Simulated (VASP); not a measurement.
# TaN in VASP: single point with PBE

Aim: the single point of TaN with PBE.

Program: VASP 6.6.1. These are calculated values, not measurements. Logs are shortened: lines on timing, memory, paths and dates and some standing lists are left out, and cuts for length are marked.

### Step 1. The cell of the first run

The cell holds a slab with vacuum, 8 atoms: a = 2.938 Å, b = 2.938 Å, c = 25.090 Å, α = 90.00°, β = 90.00°, γ = 120.00°.

### Step 2. Single point, PBE

INCAR

```
  PREC = Accurate
  ENCUT = 520
  EDIFF = 1E-7
  ISMEAR = -1
  SIGMA = 0.05
  LREAL = F
  LASPH = T
  NELM = 60
  ALGO = Normal
  ISIF = 2
  LWAVE = F
  LCHARG = F
  LDIPOL = T
  IDIPOL = 3
  DIPOL = 0.5 0.5 0.500
  GGA = PE
  NBANDS = 42
```

KPOINTS

```
Automatic mesh
0
Gamma
  10 10 1
```

POSCAR

```
TaN
1.0
    2.9379988584      0.0000000000      0.0000000000
   -1.4689994292      2.5443816477      0.0000000000
    0.0000000000      0.0000000000     25.0905000000
Ta N
4 4
Direct
    0.3333333333      0.6666666666      0.2989179171
    0.3333333333      0.6666666666      0.4138219645
    0.3333333333      0.6666666666      0.5287260118
    0.3333333333      0.6666666666      0.6436300592
    0.0000000000      0.0000000000      0.3563699408
    0.0000000000      0.0000000000      0.4712739882
    0.0000000000      0.0000000000      0.5861780355
    0.0000000000      0.0000000000      0.7010820829
```

Potentials or basis: VASP PAW PBE potentials, release 64 (Ta_pv, N).

Command:

```sh
$ cat potpaw_PBE.64/Ta_pv/POTCAR potpaw_PBE.64/N/POTCAR > POTCAR
$ mpirun -np 1 vasp_std > vasp.out
```

OUTCAR:

```text
PREC = Accurate
   ENCUT = 520
   EDIFF = 1E-7
   ISMEAR = -1
   LREAL = F
   LASPH = T
   NELM = 60
   ISIF = 2
   GGA = PE

 ion  position               nearest neighbor table
   1  0.333  0.667  0.299-   5 2.23   5 2.23   5 2.23   2 2.88
   2  0.333  0.667  0.414-   6 2.23   5 2.23   6 2.23   6 2.23   5 2.23   5 2.23   3 2.88   1 2.88

   3  0.333  0.667  0.529-   6 2.23   6 2.23   6 2.23   7 2.23   7 2.23   7 2.23   2 2.88   4 2.88

   4  0.333  0.667  0.644-   7 2.23   8 2.23   7 2.23   8 2.23   7 2.23   8 2.23   3 2.88
   5  0.000  0.000  0.356-   1 2.23   2 2.23   1 2.23   2 2.23   1 2.23   2 2.23
   6  0.000  0.000  0.471-   3 2.23   3 2.23   3 2.23   2 2.23   2 2.23   2 2.23
   7  0.000  0.000  0.586-   3 2.23   4 2.23   3 2.23   3 2.23   4 2.23   4 2.23
   8  0.000  0.000  0.701-   4 2.23   4 2.23   4 2.23

  LATTYP: Found a hexagonal cell.
 ALAT       =     2.9379988584
 C/A-ratio  =     8.5399965110

  Lattice vectors:

 A1 = (   2.9379988584,   0.0000000000,   0.0000000000)
 A2 = (  -1.4689994292,   2.5443816477,   0.0000000000)
 A3 = (   0.0000000000,   0.0000000000,  25.0905000000)

Analysis of symmetry for initial positions (statically):
=====================================================================
 Subroutine PRICEL returns:
 Original cell was already a primitive cell.

 Routine SETGRP: Setting up the symmetry group for a
 hexagonal supercell.

 Subroutine GETGRP returns: Found  6 space group operations
 (whereof  6 operations were pure point group operations)
 out of a pool of 24 trial point group operations.

The static configuration has the point symmetry C_3v.

Analysis of symmetry for dynamics (positions and initial velocities):
=====================================================================
 Subroutine PRICEL returns:
 Original cell was already a primitive cell.

 Routine SETGRP: Setting up the symmetry group for a
 hexagonal supercell.

 Subroutine GETGRP returns: Found  6 space group operations
 (whereof  6 operations were pure point group operations)
 out of a pool of 24 trial point group operations.

The dynamic configuration has the point symmetry C_3v.

 Subroutine INISYM returns: Found  6 space group operations
 (whereof  6 operations are pure point group operations),
 and found     1 'primitive' translations

[... 98 lines left out ...]
   NSW    =      0    number of steps for IOM
   IBRION =     -1    ionic relax: 0-MD 1-quasi-New 2-CG
   NFREE  =      0    steps in history (QN), initial steepest desc. (CG)
   ISIF   =      2    stress and relaxation
   ISYM   =      2    0-nonsym 1-usesym 2-fastsym
   POTIM  = 0.5000    time-step for ionic-motion
   TEBEG  =    0.0;   TEEND  =   0.0 temperature during run
   PSTRESS=    0.0 pullay stress
   NELECT =      64.0000    total number of electrons
   NUPDOWN=      -1.0000    fix difference up-down
   EMIN   =  10.00;   EMAX   =-10.00  energy-range for DOS
   EFERMI =   0.00;   METHOD = LEGACY
   ISMEAR =    -1;   SIGMA  =   0.05  broadening in eV -4-tet -1-fermi 0-gaus
   EFERMI_NEDOS =   21; number of points for ismear=-14 and -15
   IALGO  =     38    algorithm
   IMIX   =      4    mixing-type and parameters
     AMIX     =   0.40;   BMIX     =  1.00
     AMIX_MAG =   1.60;   BMIX_MAG =  1.00
  volume/ion in A,a.u.               =      23.45       158.22
  Fermi-wavevector in a.u.,A,eV,Ry     =   1.143985  2.161819 17.805975  1.308702
  Thomas-Fermi vector in A             =   2.280679
   LORBIT       =      0    0 simple, 1 ext, 2 COOP (PROOUT), +10 PAW based schemes
   GGA     = PE    functional components
[... 5 lines left out ...]
 non-spin polarized calculation
  energy-cutoff  :      520.00
  volume of cell :      187.56
 maximum number of plane-waves:      5157
 NGX is ok and might be reduce to    24
   NGX = 11   NGY = 11   NGZ = 93

 dipolmoment           0.000000      0.000000     -0.121536 electrons x Angstroem

 number of electron      64.0000009 magnetization

 dipolmoment           0.000000      0.000000      0.108497 electrons x Angstroem

 Free energy of the ion-electron system (eV)
  ---------------------------------------------------
  ext. energy  EPLUGINS =         0.00000000
  ---------------------------------------------------
  free energy    TOTEN  =       -84.90698269 eV

  energy without entropy =      -84.87781266  energy(sigma->0) =      -84.89239768

 E-fermi :   0.1534     XC(G=0):  -6.9883

 val. band max:        0.1168875491   @ k =   0.3000   0.1000   0.0000
 cond. band min:       0.1729372213   @ k =   0.4000   0.0000   0.0000
 fundamental gap:      0.0560496722
 Fermi energy:         0.1534488319

 k-point     1 :       0.0000    0.0000    0.0000
  band No.  band energies     occupation
      1     -35.2740      2.00000
      2     -34.8856      2.00000
      3     -34.5443      2.00000
      4     -34.2754      2.00000
      5     -34.2754      2.00000
      6     -34.2721      2.00000
[... 619 lines left out ...]
     41       4.9162      0.00000
     42       5.1798      0.00000

------------------------ aborting loop because EDIFF is reached ----------------------------------------

 vacuum level on the upper side and lower side of the slab       (xc-potential included)         1.170        -1.402

  FORCE on cell =-STRESS in cart. coord.  units (eV):
  Direction    XX          YY          ZZ          XY          YZ          ZX
  --------------------------------------------------------------------------------------
  -------------------------------------------------------------------------------------
  Total        0.9770840      0.9770840     -5.0041990      0.0000000      0.0000000      0.0000000
  in kB        8.3464020      8.3464020    -42.7466374      0.0000000      0.0000000      0.0000000
  external PRESSURE =      -8.6846111 kB  Pullay stress =       0.0000000 kB

 VOLUME and BASIS-vectors are now :
 -----------------------------------------------------------------------------
  energy-cutoff  :      520.00
  volume of cell :      187.56
      direct lattice vectors                 reciprocal lattice vectors
     2.937998858  0.000000000  0.000000000     0.340367729  0.196511400  0.000000000
    -1.468999429  2.544381648  0.000000000     0.000000000  0.393022800  0.000000000
     0.000000000  0.000000000 25.090500000     0.000000000  0.000000000  0.039855722

 POSITION                                       TOTAL-FORCE (eV/Angst)
 -----------------------------------------------------------------------------------
     -0.00000      1.69625      7.50000        -0.000000     -0.000000     -0.387765
     -0.00000      1.69625     10.38300         0.000000     -0.000000     -0.310067
     -0.00000      1.69625     13.26600        -0.000000     -0.000000      0.273565
     -0.00000      1.69625     16.14900         0.000000     -0.000000      7.205657
      0.00000      0.00000      8.94150        -0.000000      0.000000      0.367846
      0.00000      0.00000     11.82450         0.000000      0.000000     -0.050528
      0.00000      0.00000     14.70750         0.000000     -0.000000     -1.172603
      0.00000      0.00000     17.59050         0.000000     -0.000000     -5.926106
 -----------------------------------------------------------------------------------
    total drift:                               -0.000000      0.000000     -0.000186

  FREE ENERGIE OF THE ION-ELECTRON SYSTEM (eV)
  ---------------------------------------------------
  free  energy   TOTEN  =       -84.9069826938 eV

  energy  without entropy=      -84.8778126621  energy(sigma->0) =      -84.89239768

 vacuum level on the upper side and lower side of the slab         7.746         5.118
```

OSZICAR:

```text
N       E                     dE             d eps       ncg     rms          rms(c)
DAV:   1     0.603451448994E+03    0.60345E+03   -0.35303E+04  1288   0.143E+03
DAV:   2    -0.526006820515E+02   -0.65605E+03   -0.63642E+03  1406   0.407E+02
DAV:   3    -0.953477180718E+02   -0.42747E+02   -0.41677E+02  1472   0.961E+01
[... 34 lines left out ...]
DAV:  38    -0.849069805198E+02   -0.78811E-05   -0.45163E-06  1616   0.131E-02    0.466E-03
DAV:  39    -0.849069813336E+02   -0.81385E-06   -0.85275E-07  1440   0.533E-03    0.387E-03
DAV:  40    -0.849069824588E+02   -0.11252E-05   -0.15708E-07  1096   0.228E-03    0.193E-03
DAV:  41    -0.849069827028E+02   -0.24399E-06   -0.54758E-08   872   0.128E-03    0.144E-03
DAV:  42    -0.849069826938E+02    0.90358E-08   -0.34774E-08   974   0.112E-03
   1 F= -.84906983E+02 E0= -.84892398E+02  d E =-.291700E-01
```

Wall time 6.9 min (1 thread of Intel Xeon 6975P-C, shared host); peak memory 0.37 GiB.

What came out:

* Free energy: -84.9070 eV
* Largest force: 7.206 eV/Å
* Band gap on the k mesh: zero (band 32 reaches 0.57 eV, above the bottom of band 33 at -0.02 eV)

Forces on the atoms (eV/Å):
```
Ta   0.000  0.000 -0.388
Ta   0.000  0.000 -0.310
Ta   0.000  0.000  0.274
Ta   0.000  0.000  7.206
N    0.000  0.000  0.368
N    0.000  0.000 -0.051
N    0.000  0.000 -1.173
N    0.000  0.000 -5.926
```

Levels at points of the mesh, in eV from the Fermi level:
```csv
k point,band 29,band 30,band 31,band 32,band 33,band 34,band 35,band 36
"(0.00, 0.00, 0.00)",-1.10,-1.10,-0.35,0.37,0.37,0.95,0.95,1.13
"(0.50, 0.00, 0.00)",-1.58,-0.74,-0.70,0.42,0.51,2.26,3.31,3.56
```

Caveat: spin-orbit coupling is left out, which moves the levels of the heavy elements.
